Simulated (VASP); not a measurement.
Write the native input for VASP 6.6.1 that does the following.

| Quantity | Value |
| --- | --- |
| Task | single point |
| Functional | PBEsol |
| Potentials or basis | VASP PAW PBE potentials, release 64 (Mg, O) |
| Cutoff | 520 eV |
| k mesh | 12 × 12 × 12 |
| Occupations | gaussian, width 0.05 eV |
| Spin | no spin polarisation |
| Dipole correction | no |
| Further INCAR settings | ALGO = Normal; EDIFF = 1e-07; NBANDS = 14 |

The structure of MgO2 lies in POSCAR:

```
MgO2
1.0
    1.5646419906      0.9033464745      3.4066294030
   -1.5646419906      0.9033464745      3.4066294030
    0.0000000000     -1.8066929489      3.4066294030
Mg O
1 2
Direct
    0.0000000000      0.0000000000      0.0000000000
    0.4287860000      0.4287860000      0.4287860000
    0.5712140000      0.5712140000      0.5712140000
```

This cell differs from its parent crystal: strain -0.025 along x and y, -0.025 along z.

These files were run (other wordings do the same):

INCAR

```
  ALGO = Normal
  EDIFF = 1E-7
  ENCUT = 520
  GGA = PS
  ISIF = 2
  ISMEAR = 0
  LASPH = T
  LCHARG = F
  LREAL = F
  LWAVE = F
  NBANDS = 14
  NELM = 80
  PREC = Accurate
  SIGMA = 0.05
```

KPOINTS

```
k-points
0
Gamma
  12 12 12
```

Potentials or basis: VASP PAW PBE potentials, release 64 (Mg, O).

The run is started by

```console
$ cat potpaw_PBE.64/Mg/POTCAR potpaw_PBE.64/O/POTCAR > POTCAR
$ mpirun -np 1 vasp_std > vasp.out
```

Results of the run:

```yaml
Pressure: 5.9 GPa
Largest_force: 0.286 eV/Å
Band_gap_on_the_k_mesh: 2.68 eV, direct
```

Caveat: the cell differs from its parent crystal (strain -0.025 along x and y, -0.025 along z); the PAW data sets were made with another functional, which shifts forces and pressure a little.

It took 71 s on 1 thread of Intel(R) Xeon(R) 6975P-C (Granite Rapids), with other jobs on the host, peak memory 0.22 GiB.
